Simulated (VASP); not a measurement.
A run of VASP 6.6.1 is set up as follows.

File POSCAR:

```
BP
1.0
    0.0000000000      2.2683155501      2.2683155501
    2.2683155501      0.0000000000      2.2683155501
    2.2683155501      2.2683155501      0.0000000000
B P
1 1
Direct
    0.0000000000      0.0000000000      0.0000000000
    0.2500000000      0.2500000000      0.2500000000
```

The input INCAR.step1:

```
SYSTEM = BP
PREC = Accurate
ENCUT = 520
ISMEAR = 0
SIGMA = 0.01
LREAL = .False.
LASPH = .True.
NELM = 100
NBANDS = 11
GGA = PE
ALGO = Normal
EDIFF = 1E-4
LWAVE = .True.
LCHARG = .False.
```

Contents of INCAR.step2:

```
SYSTEM = BP
PREC = Accurate
ENCUT = 520
EDIFF = 1E-6
ISMEAR = 0
SIGMA = 0.01
LREAL = .False.
LASPH = .True.
NELM = 100
ALGO = Normal
ISIF = 2
LWAVE = .False.
LCHARG = .False.
METAGGA = R2SCAN
LMIXTAU = .True.
NBANDS = 11
ISTART = 1
```

Contents of KPOINTS:

```
regular mesh
0
Gamma
  10 10 10
  0 0 0
```

Potentials or basis: VASP PAW PBE potentials, release 64 (B, P).

Command:

```sh
$ cat potpaw_PBE.64/B/POTCAR potpaw_PBE.64/P/POTCAR > POTCAR
$ cp INCAR.step1 INCAR
$ mpirun -np 1 vasp_std > vasp.out
$ cp INCAR.step2 INCAR
$ mpirun -np 1 vasp_std > vasp.out
```

Question: Estimate the pressure.

Answer: -0.5 GPa.

Question: Predict the band gap on the k mesh.

Answer: 1.45 eV, indirect (least direct gap 3.64 eV).

Caveat: the PAW data sets were made with another functional, which shifts forces and pressure a little. r2SCAN opens gaps a little over a GGA but as a rule still falls short of measured ones.
